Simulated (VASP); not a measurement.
LaHg, 2 atoms in the cell. The structure is trigonal, space group R-3m (No. 166). The conventional cell has a = 5.399 Å, b = 5.399 Å, c = 6.712 Å, α = 90.00°, β = 90.00°, γ = 120.00°. La (site symmetry -3m) has 8 Hg at 3.31 to 3.36 Å and 6 La at 3.84 Å within 4.4 Å. Hg (site symmetry -3m) has 8 La at 3.31 to 3.36 Å and 6 Hg at 3.84 Å within 4.4 Å.  This cell differs from its parent crystal: equal xy, yz and zx shear strains of +1 %.

```yaml
Program: VASP 6.6.1
Task: electric field gradients
Functional: LDA
Potentials_or_basis: VASP PAW LDA potentials, release 64 (La, Hg)
Cutoff: 520 eV
k_mesh: 11 × 11 × 11
Occupations: fermi-dirac, width 0.08 eV
Spin: no spin polarisation
Dipole_correction: no
Further_INCAR_settings: ALGO = Normal; EDIFF = 1e-08; NBANDS = 18
```

Potentials or basis: VASP PAW LDA potentials, release 64 (La, Hg).

Run with:

```sh
$ cat potpaw_LDA.64/La/POTCAR potpaw_LDA.64/Hg/POTCAR > POTCAR
$ mpirun -np 1 vasp_std > vasp.out
```

Hardware: 1 thread of Intel(R) Xeon(R) Platinum 8488C (Sapphire Rapids), with other jobs on the host.

Problem. Estimate the wall time of this run.

Solution. Run time: 110 s on 1 thread of Intel(R) Xeon(R) Platinum 8488C (Sapphire Rapids) (shared host), peak memory 0.31 GiB. Counts: scf iterations 14, k points 146.
